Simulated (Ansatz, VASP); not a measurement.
**GaGe3: VASP beside Ansatz**

The input POSCAR:

```
GaGe3
1.0
    0.0000000000      3.3871670000      3.3871670000
    3.3871670000      0.0000000000      3.3871670000
    3.3871670000      3.3871670000      0.0000000000
Ge Ga
3 1
Direct
    0.5000000000      0.5000000000      0.5000000000
    0.7500000000      0.7500000000      0.7500000000
    0.2500000000      0.2500000000      0.2500000000
    0.0000000000      0.0000000000      0.0000000000
```

The input INCAR.step1:

```
SYSTEM = GaGe3
PREC = Accurate ; ENCUT = 520
ISMEAR = -1 ; SIGMA = 0.05
LREAL = .False. ; LASPH = .True.
NELM = 100 ; NBANDS = 36
GGA = PE ; ALGO = Normal
EDIFF = 1E-4 ; LWAVE = .True.
LCHARG = .False.
```

INCAR.step2

```
SYSTEM = GaGe3
PREC = Accurate ; ENCUT = 520
EDIFF = 1E-7 ; ISMEAR = -1
SIGMA = 0.05 ; LREAL = .False.
LASPH = .True. ; NELM = 100
ALGO = Normal ; ISIF = 2
LWAVE = .False. ; LCHARG = .False.
METAGGA = R2SCAN ; LMIXTAU = .True.
NBANDS = 36 ; ISTART = 1
```

The input KPOINTS:

```
regular mesh
0
Gamma
  4 4 4
  0 0 0
```

Contents of input.yaml:

```yaml
crystal:
  lattice:
    - [0.0, 3.387167, 3.387167]
    - [3.387167, 0.0, 3.387167]
    - [3.387167, 3.387167, 0.0]
  atoms:
    - { symbol: Ge, position: [0.5, 0.5, 0.5] }
    - { symbol: Ge, position: [0.75, 0.75, 0.75] }
    - { symbol: Ge, position: [0.25, 0.25, 0.25] }
    - { symbol: Ga, position: [0.0, 0.0, 0.0] }
hamiltonian:
  xc: r2scan
  pseudopotentials: { kind: paw }
kpoints:
  mp_grid: { grid: [4, 4, 4] }
scf:
  occupations: { method: fermi_dirac, width: 0.05 }
  n_extra_bands: 10
output:
  forces: true
  stress: true
  eigenvalues: true
  dos: { projected: true, de: 0.05, nscf_kmesh: { grid: [6, 6, 6] } }
```

Alike in both runs: functional r2SCAN; k mesh 4 × 4 × 4; occupations fermi-dirac, width 0.05 eV; no spin polarisation.

```csv
,VASP,Ansatz
version,VASP 6.6.1,Ansatz 0.2.0
potentials or method,"VASP PAW PBE potentials, release 64 (Ge_d, Ga_d)",Ansatz PAW
plane-wave cutoff (eV),520,500
valence electrons in the cell,55,55
task,single point,projected density of states
```

|  | VASP | Ansatz | Ansatz less VASP |
| --- | --- | --- | --- |
| gap on the k mesh at the Fermi level (eV) | none | none | - |
| pressure (GPa) | -1.6 | -1.5 | +0.09 |

VASP's potentials were made for PBE, not for r2SCAN. A gap of «none» marks a metal or a gap that the smearing closes. The functional is the same, so the differences come from potentials, cutoffs and numerics.

The k mesh is coarse, so the values compare programs but aren't converged.
